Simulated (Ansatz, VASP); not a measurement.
## Pt in VASP and in Ansatz

```
CELL_PARAMETERS angstrom
2.57024 0.00000 0.00000
0.00000 2.57024 0.00000
0.00000 0.00000 2.57024
ATOMIC_POSITIONS crystal
Pt 0.00000 0.00000 0.00000
```

Alike in both runs: task single point; functional LDA; k mesh 14 × 14 × 14; occupations fermi-dirac, width 0.1 eV; no spin polarisation.

```csv
,VASP,Ansatz
version,VASP 6.6.1,Ansatz 0.2.0
potentials or method,"VASP PAW LDA potentials, release 64 (Pt), cutoff 520 eV","plane waves (420 eV) with PAW, scalar-relativistic"
valence electrons in the cell,10,18
```

Ansatz gave:

```
pressure (GPa) : 0.0
```

**Question.** Which values does VASP return?

**Answer.** Pressure (GPa): 0.5.

Ansatz warns that its potentials were made for another functional, while VASP's fit it. LDA's correlation is that of Perdew and Zunger in VASP and of Perdew and Wang (1992) in Ansatz. VASP's potentials hold 10 valence electrons a cell and Ansatz's 18, so a difference there can come from the potentials and not from the codes.

Spin-orbit coupling is off throughout.
